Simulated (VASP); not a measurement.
WC, 2 atoms in the cell. Symmetry: Fm-3m, No. 225, cubic system. Conventional cell: a = 4.385 Å, b = 4.385 Å, c = 4.385 Å, α = 90.00°, β = 90.00°, γ = 90.00°. Within 2.9 Å of W (site symmetry m-3m) lie 6 C at 2.19 Å. C (site symmetry m-3m) has 6 W at 2.19 Å within 2.9 Å. 

| Quantity | Value |
| --- | --- |
| Program | VASP 6.6.1 |
| Task | single point |
| Functional | LDA |
| Potentials or basis | VASP PAW LDA potentials, release 64 (W_sv, C) |
| Cutoff | 600 eV |
| k mesh | 8 × 8 × 8 |
| Occupations | fermi-dirac, width 0.1 eV |
| Spin | no spin polarisation |
| Dipole correction | no |
| Further INCAR settings | ALGO = Normal; EDIFF = 1e-06; NBANDS = 16 |

Potentials or basis: VASP PAW LDA potentials, release 64 (W_sv, C).

The run is started by

```console
$ cat potpaw_LDA.64/W_sv/POTCAR potpaw_LDA.64/C/POTCAR > POTCAR
$ mpirun -np 1 vasp_std > vasp.out
```

Hardware: 1 thread of Intel(R) Xeon(R) Platinum 8259CL CPU @ 2.50GHz (Skylake/Cascade Lake), on a shared host.

Q: How long does it take, and how much memory?

A: Wall time 12 s on 1 thread of Intel(R) Xeon(R) Platinum 8259CL CPU @ 2.50GHz (Skylake/Cascade Lake) (shared host), peak memory 0.15 GiB. Counts: scf iterations 12, k points 29.
